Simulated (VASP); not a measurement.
Input of a VASP 6.6.1 run:

The input INCAR:

```
SYSTEM = In6O
ALGO = Fast
EDIFF = 1E-6
ENCUT = 520
GGA = PE
ISIF = 2
ISMEAR = 0
LASPH = .True.
LCHARG = .False.
LREAL = .False.
LWAVE = .False.
NBANDS = 97
NELM = 60
PREC = Accurate
SIGMA = 0.1
```

The input KPOINTS:

```
k-points
0
Gamma
  6 6 4
  0 0 0
```

Contents of POSCAR:

```
In6O
1.0
    5.8816584536      0.0000000000      0.0000000000
   -2.9408292268      5.0936656372      0.0000000000
    0.0000000000      0.0000000000     11.4625096991
In O
12 2
Direct
    0.6640360560      0.6739789896      0.6240179352
    0.0099429336      0.6739789896      0.8759820648
    0.3260210104      0.3359639440      0.8759820648
    0.0099429336      0.3359639440      0.6240179352
    0.6640360560      0.9900570664      0.8759820648
    0.3260210104      0.9900570664      0.6240179352
    0.9900570664      0.6640360560      0.3759820648
    0.3359639440      0.0099429336      0.1240179352
    0.9900570664      0.3260210104      0.1240179352
    0.6739789896      0.0099429336      0.3759820648
    0.6739789896      0.6640360560      0.1240179352
    0.3359639440      0.3260210104      0.3759820648
    0.6666666667      0.3333333333      0.7500000000
    0.3333333333      0.6666666667      0.2500000000
```

Potentials or basis: VASP PAW PBE potentials, release 64 (In_d, O).

Run with:

```sh
$ cat potpaw_PBE.64/In_d/POTCAR potpaw_PBE.64/O/POTCAR > POTCAR
$ mpirun -np 1 vasp_std > vasp.out
```

Problem. What does it give for the band gap on the k mesh?

Solution. Zero (bands 84 and 85 overlap by 0.81 eV).

Problem. Predict the pressure.

Solution. 0.2 GPa.

Problem. Predict the largest force.

Solution. 0.009 eV/Å.

Forces in eV/Å, atoms in the order of the input:
```
In  -0.002  0.006 -0.007
In   0.002  0.006  0.007
In  -0.006 -0.001  0.007
In   0.006 -0.001 -0.007
In   0.004 -0.005  0.007
In  -0.004 -0.005 -0.007
In  -0.006  0.001  0.007
In  -0.004  0.005 -0.007
In  -0.002 -0.006 -0.007
In   0.004  0.005  0.007
In   0.006  0.001 -0.007
In   0.002 -0.006  0.007
O    0.000  0.000  0.000
O    0.000  0.000  0.000
```

Caveat: spin-orbit coupling is left out, which moves the levels of the heavy elements.
